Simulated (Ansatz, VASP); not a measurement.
Two plane-wave programs on TiBe2Sb2

File INCAR:

```
PREC = Accurate ; ENCUT = 520
EDIFF = 1E-6 ; ISMEAR = 0
SIGMA = 0.1 ; LREAL = False
LASPH = True ; NELM = 150
ALGO = Normal ; ISIF = 2
LWAVE = False ; LCHARG = False
ISPIN = 2 ; MAGMOM = 1 0 0 0 0
LORBIT = 11 ; LMAXMIX = 4
GGA = PE ; NBANDS = 25
```

The input KPOINTS:

```
Automatic mesh
0
Gamma
  6 6 4
```

The input POSCAR:

```
TiBe2Sb2
1.0
    4.1346732700      0.0000000000      0.0000000000
   -2.0673366400      3.5807320900      0.0000000000
    0.0000000000      0.0000000000      6.5869599800
Ti Be Sb
1 2 2
Direct
    0.0000000000      0.0000000000      0.0000000000
    0.3333333300      0.6666666700      0.6420000200
    0.6666666700      0.3333333300      0.3579999800
    0.3333333300      0.6666666700      0.2572999900
    0.6666666700      0.3333333300      0.7427000100
```

Input for Ansatz:

```yaml
crystal:
  lattice:
    - [4.13467327, 0.0, 0.0]
    - [-2.06733664, 3.58073209, 0.0]
    - [0.0, 0.0, 6.58695998]
  atoms:
    - { symbol: Ti, position: [0.0, 0.0, 0.0], spin: 1.0 }
    - { symbol: Be, position: [0.33333333, 0.66666667, 0.64200002] }
    - { symbol: Be, position: [0.66666667, 0.33333333, 0.35799998] }
    - { symbol: Sb, position: [0.33333333, 0.66666667, 0.25729999] }
    - { symbol: Sb, position: [0.66666667, 0.33333333, 0.74270001] }
basis:
  ecutwfc: 420
kpoints:
  mp_grid: { grid: [6, 6, 4] }
hamiltonian:
  xc: pbe
scf:
  occupations: { method: gaussian, width: 0.1 }
  lower_state_search: "off"
output:
  forces: true
  stress: true
  eigenvalues: true
  populations: true
magnetization:
  spin_polarized: true
```

Change from the starting cell: species swapped into the YAl2Ge2 type (P-3m1, No. 164).

Alike in both runs: task single point; functional PBE; k mesh 6 × 6 × 4; occupations gaussian, width 0.1 eV; collinear spin.

|  | VASP | Ansatz |
| --- | --- | --- |
| version | VASP 6.6.1 | Ansatz 0.2.0 |
| potentials or method | VASP PAW PBE potentials, release 64 (Ti_sv, Be, Sb), cutoff 520 eV | scalar-relativistic, plane waves, PAW |
| valence electrons in the cell | 26 | 46 |

```csv
,VASP,Ansatz,Ansatz less VASP
gap on the k mesh at the Fermi level (eV),none,none,-
pressure (GPa),-2.7,-1.5,+1.22
"traceless stress, the component that is largest in VASP (GPa)",-0.50,-0.34,+0.165
rms of the force components (eV/Å),0.110,0.066,-0.0440
net moment per atom (μB),0.00,0.30,+0.300
size of the moment on the site where the two differ most (μB),0.00,1.22,+1.222
```

The net moments are unlike, so the other rows may belong to different states. Site moments also hang on the region over which each program counts them. Atom by atom the forces differ by 0.044 eV/Å (rms over components). A gap of «none» marks a metal or a gap that the smearing closes. VASP's potentials hold 26 valence electrons a cell and Ansatz's 46, so a difference there can come from the potentials and not from the codes.

Neither program's run includes spin-orbit coupling.
